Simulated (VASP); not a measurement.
# P (P6/mmm) in VASP: further runs, part 2 of 2

VASP 6.6.1. The steps go on from the part before.

## Step 3: Single point, revPBE (volume scaled by 1.12)

Input file INCAR:

```
SYSTEM = P
ALGO = Normal
EDIFF = 1E-7
ENCUT = 520
GGA = RE
ISIF = 2
ISMEAR = -1
LASPH = .True.
LCHARG = .True.
LELF = .True.
LREAL = .False.
LVHAR = .True.
LWAVE = .False.
NBANDS = 14
NELM = 100
PREC = Accurate
SIGMA = 0.1
```

Input file KPOINTS:

```
k-points
0
Gamma
  9 9 14
  0 0 0
```

Input file POSCAR:

```
P
1.0
    4.6446139597      0.0000000000      0.0000000000
   -2.3223069799      4.0223536799      0.0000000000
    0.0000000000      0.0000000000      2.6162923675
P
3
Direct
    0.0000000000      0.0000000000      0.0000000000
    0.3333333333      0.6666666667      0.5000000000
    0.6666666667      0.3333333333      0.5000000000
```

Potentials or basis: VASP PAW PBE potentials, release 64 (P).

On the command line:

```
$ cat potpaw_PBE.64/P/POTCAR > POTCAR
$ mpirun -np 1 vasp_std > vasp.out
```

Run time: 42 s. Hardware: 1 thread of Intel Xeon Platinum 8488C (Sapphire Rapids), shared host; peak memory 0.18 GiB.

It converged, with:

```
Free energy : -12.8843 eV
Pressure    : -8.6 GPa
```

Stress tensor (GPa, compression positive):
```
 -7.73   0.00   0.00
  0.00  -7.73   0.00
  0.00   0.00 -10.45
```

Levels at points of the mesh, in eV from the Fermi level:
| k point | band 5 | band 6 | band 7 | band 8 | band 9 | band 10 | band 11 | band 12 |
| --- | --- | --- | --- | --- | --- | --- | --- | --- |
| (0.00, 0.00, 0.00) | -5.10 | -4.83 | -4.83 | 3.40 | 5.35 | 5.35 | 6.99 | 7.08 |
| (0.00, 0.00, 0.50) | -3.46 | -3.00 | -2.25 | -2.25 | -0.47 | -0.47 | 0.35 | 0.35 |

Caveat: the cell differs from its parent crystal (volume scaled by 1.12); the PAW data sets were made with another functional, which shifts forces and pressure a little.

## Step 4: Single point, revPBE

This run uses another cell than the first one, of 14.55 Å³/atom, 0.926 times its volume.

Input file INCAR:

```
PREC = Accurate
ENCUT = 520
EDIFF = 1E-6
ISMEAR = -1
SIGMA = 0.1
LREAL = False
LASPH = True
NELM = 100
ALGO = Normal
ISIF = 2
LWAVE = False
LCHARG = False
GGA = RE
NBANDS = 14
```

Input file KPOINTS:

```
regular mesh
0
Gamma
  11 11 16
```

Input file POSCAR:

```
P
1.0
    4.4724306553      0.0000000000      0.0000000000
   -2.2362153277      3.8732385641      0.0000000000
    0.0000000000      0.0000000000      2.5193022045
P
3
Direct
    0.0000000000      0.0000000000      0.0000000000
    0.3333333333      0.6666666667      0.5000000000
    0.6666666667      0.3333333333      0.5000000000
```

Potentials or basis: VASP PAW PBE potentials, release 64 (P).

On the command line:

```
$ cat potpaw_PBE.64/P/POTCAR > POTCAR
$ mpirun -np 1 vasp_std > vasp.out
```

OUTCAR:

```text
PREC = Accurate
   ENCUT = 520
   EDIFF = 1E-6
   ISMEAR = -1
   LREAL = False
   LASPH = True
   NELM = 100
   ISIF = 2
   GGA = RE

 ion  position               nearest neighbor table
   1  0.000  0.000  0.000-   2 2.87   3 2.87   2 2.87   3 2.87   2 2.87   2 2.87   3 2.87   3 2.87
                             3 2.87   3 2.87   2 2.87   2 2.87
   2  0.333  0.667  0.500-   3 2.58   3 2.58   3 2.58   1 2.87   1 2.87   1 2.87   1 2.87   1 2.87
                             1 2.87
   3  0.667  0.333  0.500-   2 2.58   2 2.58   2 2.58   1 2.87   1 2.87   1 2.87   1 2.87   1 2.87
                             1 2.87

[... 600 lines left out ...]

 [... further k-points ...]
[... 5 lines left out ...]
  --------------------------------------------------------------------------------------
  -------------------------------------------------------------------------------------
  Total       -0.1127088     -0.1127088     -0.2872245      0.0000000      0.0000000      0.0000000
  in kB       -4.1378057     -4.1378057    -10.5446926      0.0000000      0.0000000      0.0000000
  external PRESSURE =      -6.2734347 kB  Pullay stress =       0.0000000 kB

 VOLUME and BASIS-vectors are now :
 -----------------------------------------------------------------------------
  energy-cutoff  :      520.00
  volume of cell :       43.64
      direct lattice vectors                 reciprocal lattice vectors
     4.472430655  0.000000000  0.000000000     0.223592064  0.129090938  0.000000000
    -2.236215328  3.873238564  0.000000000     0.000000000  0.258181876  0.000000000
     0.000000000  0.000000000  2.519302205     0.000000000  0.000000000  0.396935309

 POSITION                                       TOTAL-FORCE (eV/Angst)
 -----------------------------------------------------------------------------------
      0.00000      0.00000      0.00000        -0.000000      0.000000      0.000000
     -0.00000      2.58216      1.25965         0.000000      0.000000      0.000000
      2.23622      1.29108      1.25965         0.000000     -0.000000      0.000000
 -----------------------------------------------------------------------------------
    total drift:                                0.000000     -0.000000     -0.000000

  FREE ENERGIE OF THE ION-ELECTRON SYSTEM (eV)
  ---------------------------------------------------
  free  energy   TOTEN  =       -13.0609776486 eV

  energy  without entropy=      -13.0064474357  energy(sigma->0) =      -13.03371254
```

OSZICAR:

```text
N       E                     dE             d eps       ncg     rms          rms(c)
DAV:   1     0.342610178857E+02    0.34261E+02   -0.61756E+03  4032   0.884E+02
DAV:   2    -0.112952306401E+02   -0.45556E+02   -0.41909E+02  5306   0.142E+02
DAV:   3    -0.130749792248E+02   -0.17797E+01   -0.17557E+01  5204   0.261E+01
DAV:   4    -0.130882839429E+02   -0.13305E-01   -0.13297E-01  4962   0.282E+00
DAV:   5    -0.130884117440E+02   -0.12780E-03   -0.12779E-03  5336   0.248E-01    0.764E+00
DAV:   6    -0.130688284652E+02    0.19583E-01   -0.13407E-02  4740   0.655E-01    0.437E+00
DAV:   7    -0.130608455382E+02    0.79829E-02   -0.23347E-02  4704   0.860E-01    0.152E-01
DAV:   8    -0.130609333114E+02   -0.87773E-04   -0.47201E-04  5250   0.151E-01    0.898E-02
DAV:   9    -0.130609766492E+02   -0.43338E-04   -0.51627E-05  4860   0.486E-02    0.174E-02
DAV:  10    -0.130609776486E+02   -0.99940E-06   -0.17133E-06  4334   0.954E-03
   1 F= -.13060978E+02 E0= -.13033713E+02  d E =-.545302E-01
```

It took 37 s on 1 thread of Intel Xeon Platinum 8488C (Sapphire Rapids), shared host; peak memory 0.19 GiB.

What came out:

```yaml
Free_energy: -13.0610 eV
Pressure: -0.6 GPa
```

Stress tensor (GPa, compression positive):
```
-0.41  0.00  0.00
 0.00 -0.41  0.00
 0.00  0.00 -1.05
```

Caveat: the PAW data sets were made with another functional, which shifts forces and pressure a little.

## Step 5: The runs side by side

```tsv
cell	k mesh	gap on the mesh (eV)	pressure (GPa)
a = 4.589, b = 4.589, c = 2.585 Å, angles 90.0, 90.0, 120.0°, 3 atoms	9 × 9 × 14	none	-6.5
a = 4.645, b = 4.645, c = 2.616 Å, angles 90.0, 90.0, 120.0°, 3 atoms	9 × 9 × 14	none	-8.6
a = 4.472, b = 4.472, c = 2.519 Å, angles 90.0, 90.0, 120.0°, 3 atoms	11 × 11 × 16	none	-0.6
```

Alike in all rows: task single point; level revPBE; potentials or basis VASP PAW PBE potentials, release 64 (P); no spin polarisation; cutoff (eV) 520; smearing fermi-dirac 0.1 eV.

Caveats: the PAW data sets were made with another functional, which shifts forces and pressure a little.

Absolute energies hang on the potentials; compare differences alone.
